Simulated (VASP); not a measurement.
# H2 in VASP: relaxation of the atoms with PBE+D3(BJ)

Aim: the relaxation of the atoms of H2 with PBE+D3(BJ).

Everything below comes from runs of VASP 6.6.1. Logs are shortened: lines on timing, memory, paths and dates and some standing lists are left out, and cuts for length are marked.

### Step 1. The cell of the first run

The cell holds a molecule in a box, 2 atoms: a = 15.000 Å, b = 15.500 Å, c = 16.000 Å, α = 90.00°, β = 90.00°, γ = 90.00°.

### Step 2. Relaxation of the atoms, PBE+D3(BJ)

Input file INCAR:

```
  PREC = Accurate
  ENCUT = 520
  EDIFF = 1E-7
  ISMEAR = 0
  SIGMA = 0.005
  LREAL = F
  LASPH = T
  NELM = 60
  ALGO = Normal
  ISIF = 2
  LWAVE = F
  LCHARG = F
  GGA = PE
  IVDW = 12
  IBRION = 2
  NSW = 100
  EDIFFG = -0.01
  ISYM = 0
```

Input file KPOINTS:

```
regular mesh
0
Gamma
  1 1 1
```

Input file POSCAR:

```
H
1.0
   15.0000000000      0.0000000000      0.0000000000
    0.0000000000     15.5000000000      0.0000000000
    0.0000000000      0.0000000000     16.0000000000
H
2
Direct
    0.4767982093      0.4990469909      0.5011083543
    0.5232017907      0.5009530091      0.4988916457
```

Potentials or basis: VASP PAW PBE potentials, release 64 (H).

Command:

```sh
$ cat potpaw_PBE.64/H/POTCAR > POTCAR
$ mpirun -np 1 vasp_gam > vasp.out
```

OUTCAR:

```text
PREC = Accurate
   ENCUT = 520
   EDIFF = 1E-7
   ISMEAR = 0
   LREAL = F
   LASPH = T
   NELM = 60
   ISIF = 2
   GGA = PE
   IVDW = 12
   IBRION = 2
   NSW = 100
   EDIFFG = -0.01
   ISYM = 0
 IVDW          = 12

 ion  position               nearest neighbor table
   1  0.477  0.499  0.501-   2 0.70
   2  0.523  0.501  0.499-   1 0.70

IMPORTANT INFORMATION: All symmetrisations will be switched off!
NOSYMM: (Re-)initialisation of all symmetry stuff for point group C_1.

----------------------------------------------------------------------------------------

                                     Primitive cell

  volume of cell :    3720.0000

  direct lattice vectors                    reciprocal lattice vectors
    15.000000000  0.000000000  0.000000000     0.066666667  0.000000000  0.000000000
     0.000000000 15.500000000  0.000000000     0.000000000  0.064516129  0.000000000
     0.000000000  0.000000000 16.000000000     0.000000000  0.000000000  0.062500000

  length of vectors
    15.000000000 15.500000000 16.000000000     0.066666667  0.064516129  0.062500000

  position of ions in fractional coordinates (direct lattice)
     0.476798209  0.499046991  0.501108354
     0.523201791  0.500953009  0.498891646

  ion indices of the primitive-cell ions
   primitive index   ion index
                 1           1
                 2           2

----------------------------------------------------------------------------------------

 KPOINTS: regular mesh

Automatic generation of k-mesh.
 Grid dimensions read from file:
 generate k-points for:    1    1    1

 Generating k-lattice:

  Cartesian coordinates                     Fractional coordinates (reciprocal lattice)
     0.066666667  0.000000000  0.000000000     1.000000000  0.000000000  0.000000000
     0.000000000  0.064516129  0.000000000     0.000000000  1.000000000  0.000000000
     0.000000000  0.000000000  0.062500000     0.000000000  0.000000000  1.000000000

  Length of vectors
     0.066666667  0.064516129  0.062500000

  Shift w.r.t. Gamma in fractional coordinates (k-lattice)
     0.000000000  0.000000000  0.000000000

 Subroutine IBZKPT returns following result:
 ===========================================

 Found      1 irreducible k-points:

 Following reciprocal coordinates:
            Coordinates               Weight
  0.000000  0.000000  0.000000      1.000000
[... 20 lines left out ...]
   EDIFFG = -.1E-01   stopping-criterion for IOM
   NSW    =    100    number of steps for IOM
   IBRION =      2    ionic relax: 0-MD 1-quasi-New 2-CG
   NFREE  =      1    steps in history (QN), initial steepest desc. (CG)
   ISIF   =      2    stress and relaxation
   ISYM   =      0    0-nonsym 1-usesym 2-fastsym
   POTIM  = 0.5000    time-step for ionic-motion
   TEBEG  =    0.0;   TEEND  =   0.0 temperature during run
   PSTRESS=    0.0 pullay stress
   NELECT =       2.0000    total number of electrons
   NUPDOWN=      -1.0000    fix difference up-down
   EMIN   =  10.00;   EMAX   =-10.00  energy-range for DOS
   EFERMI =   0.00;   METHOD = LEGACY
   ISMEAR =     0;   SIGMA  =   0.01  broadening in eV -4-tet -1-fermi 0-gaus
   EFERMI_NEDOS =   21; number of points for ismear=-14 and -15
   IALGO  =     38    algorithm
   IMIX   =      4    mixing-type and parameters
     AMIX     =   0.40;   BMIX     =  1.00
     AMIX_MAG =   1.60;   BMIX_MAG =  1.00
  volume/ion in A,a.u.               =    1860.00     12551.90
  Fermi-wavevector in a.u.,A,eV,Ry     =   0.133118  0.251557  0.241101  0.017720
  Thomas-Fermi vector in A             =   0.777987
   LORBIT       =      0    0 simple, 1 ext, 2 COOP (PROOUT), +10 PAW based schemes
   GGA     = PE    functional components
   LHFCALC =     F    Hartree Fock is set to
   AEXX    =    0.0000 exact exchange contribution
   IVDW    =    12    specifies the selected vdW correction
   LEPSILON=     F    determine dielectric tensor
   LRPA    =     F    only Hartree local field effects (RPA)
 conjugate gradient relaxation of ions
 non-spin polarized calculation
 Gauss-broadening in eV      SIGMA  =   0.01
  energy-cutoff  :      520.00
  volume of cell :     3720.00
 maximum number of plane-waves:     50071
 NGX is ok and might be reduce to   112
   NGX = 55   NGY = 57   NGZ = 59

--------------------------------------- Ionic step        1  -------------------------------------------

 number of electron       2.0000000 magnetization

 Free energy of the ion-electron system (eV)
  ---------------------------------------------------
  ext. energy  EPLUGINS =         0.00000000
  ---------------------------------------------------
  free energy    TOTEN  =        -6.71933784 eV

  energy without entropy =       -6.71933784  energy(sigma->0) =       -6.71933784

------------------------ aborting loop because EDIFF is reached ----------------------------------------

 Edisp (eV)   -0.00247

 E8    (eV) :    -0.0005
[... 31 lines left out ...]
--------------------------------------- Ionic step        2  -------------------------------------------

 number of electron       2.0000001 magnetization

 E-fermi :  -9.6085     XC(G=0):  -0.1226

 val. band max:       -9.6637695824   @ k =   0.0000   0.0000   0.0000
 cond. band min:      -0.3069317174   @ k =   0.0000   0.0000   0.0000
 fundamental gap:      9.3568378650
 Fermi energy:        -9.6084983197

 k-point     1 :       0.0000    0.0000    0.0000
  band No.  band energies     occupation
      1      -9.6638      2.00000
      2      -0.3069      0.00000
      3      -0.0751      0.00000
      4       0.4369      0.00000
      5       0.4623      0.00000
[... 71 lines left out ...]
  FREE ENERGIE OF THE ION-ELECTRON SYSTEM (eV)
  ---------------------------------------------------
  free  energy   TOTEN  =        -6.7748134156 eV

  energy  without entropy=       -6.7748134156  energy(sigma->0) =       -6.77481342

[... ionic steps 4 to 13 ...]

--------------------------------------- Ionic step       14  -------------------------------------------

 number of electron       2.0000001 magnetization

------------------------ aborting loop because EDIFF is reached ----------------------------------------
[... 75 lines left out ...]
--------------------------------------- Ionic step       16  -------------------------------------------

 number of electron       2.0000001 magnetization

 Free energy of the ion-electron system (eV)
  ---------------------------------------------------
  ext. energy  EPLUGINS =         0.00000000
  ---------------------------------------------------
  free energy    TOTEN  =        -6.77240088 eV

  energy without entropy =       -6.77240088  energy(sigma->0) =       -6.77240088

 E-fermi : -10.3055     XC(G=0):  -0.1076

 val. band max:      -10.3297686655   @ k =   0.0000   0.0000   0.0000
 cond. band min:      -0.0643305871   @ k =   0.0000   0.0000   0.0000
 fundamental gap:     10.2654380783
 Fermi energy:       -10.3054733083

 k-point     1 :       0.0000    0.0000    0.0000
  band No.  band energies     occupation
      1     -10.3298      2.00000
      2      -0.0643      0.00000
      3       0.2156      0.00000
      4       0.4676      0.00000
      5       0.4682      0.00000
[... 31 lines left out ...]
  FREE ENERGIE OF THE ION-ELECTRON SYSTEM (eV)
  ---------------------------------------------------
  free  energy   TOTEN  =        -6.7749074348 eV

  energy  without entropy=       -6.7749074348  energy(sigma->0) =       -6.77490743

 reached required accuracy - stopping structural energy minimisation
```

It took 17 min on 1 thread of Intel Xeon Platinum 8488C (Sapphire Rapids), shared host; peak memory 2 GiB.

What came out:

* Free energy: -6.7749 eV
* Energy gained by relaxing: 26.6 meV/atom
* Ionic steps: 16
* Largest force after relaxing: 0.008 eV/Å
* Gap between the frontier levels: 10.27 eV
* Dispersion energy per atom: -0.001 eV

Forces on the atoms (eV/Å):
```
H   -0.008  0.000  0.001
H    0.008  0.000 -0.001
```

Step by step:
```tsv
step	energy change (eV)	largest force (eV/Å)	pressure (GPa)
1	0.0000	2.1515	0.02
2	0.2497	3.3559	-0.04
3	-0.0530	0.0804	0.00
4	-0.0531	0.0132	0.00
5	-0.0531	0.0232	0.00
6	-0.0531	0.0225	0.00
7	-0.0531	0.0204	0.00
8	-0.0531	0.0203	0.00
9	-0.0531	0.0203	0.00
10	-0.0531	0.0202	0.00
11	-0.0531	0.0200	0.00
12	-0.0531	0.0196	0.00
13	-0.0531	0.0189	0.00
14	-0.0531	0.0174	0.00
15	-0.0531	0.0144	0.00
16	-0.0531	0.0084	0.00
```

Final structure:
```cif
data_structure
_symmetry_space_group_name_H-M 'P 1'
_symmetry_Int_Tables_number 1
_cell_length_a 15.0000
_cell_length_b 15.5000
_cell_length_c 16.0000
_cell_angle_alpha 90.000
_cell_angle_beta 90.000
_cell_angle_gamma 90.000
_cell_volume 3720.00
loop_
_atom_site_label
_atom_site_type_symbol
_atom_site_fract_x
_atom_site_fract_y
_atom_site_fract_z
_atom_site_occupancy
H1 H 0.47506 0.49898 0.50119 1
H2 H 0.52494 0.50102 0.49881 1
```
